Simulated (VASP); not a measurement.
A run of VASP 6.6.1 is set up as follows.

File INCAR:

```
SYSTEM = Ge3Sb2
PREC = Accurate ; ENCUT = 520
EDIFF = 1E-6 ; ISMEAR = 0
SIGMA = 0.1 ; LREAL = .False.
LASPH = .True. ; NELM = 100
ALGO = Normal ; ISIF = 2
LWAVE = .False. ; LCHARG = .True.
LDIPOL = .True. ; IDIPOL = 3
DIPOL = 0.5 0.5 0.500 ; GGA = PE
LELF = .True. ; LVHAR = .True.
LVACPOTAV = .True. ; NBANDS = 34
```

File KPOINTS:

```
Automatic mesh
0
Gamma
  6 6 1
  0 0 0
```

File POSCAR:

```
Ge3Sb2
1.0
    3.9437815300      0.0000000000      0.0000000000
   -1.9718903000      3.4154147600      0.0000000000
    0.0000000000      0.0000000000     18.0000000000
Ge Sb
3 2
Direct
    0.0000000000      0.0000000000      0.5000000000
    0.3333333300      0.6666666700      0.5405788600
    0.6666666700      0.3333333300      0.4594211400
    0.6666666700      0.3333333300      0.5971179700
    0.3333333300      0.6666666700      0.4028820300
```

Potentials or basis: VASP PAW PBE potentials, release 64 (Ge_d, Sb).

The run is started by

```console
$ cat potpaw_PBE.64/Ge_d/POTCAR potpaw_PBE.64/Sb/POTCAR > POTCAR
$ mpirun -np 1 vasp_std > vasp.out
```

(1) What does it give for the band gap on the k mesh?

(2) What does it give for the largest force?

## Answers

(1) zero (band 26 reaches 1.84 eV, above the bottom of band 27 at 0.30 eV).

(2) 7.523 eV/Å.

Caveat: spin-orbit coupling is left out, which moves the levels of the heavy elements.
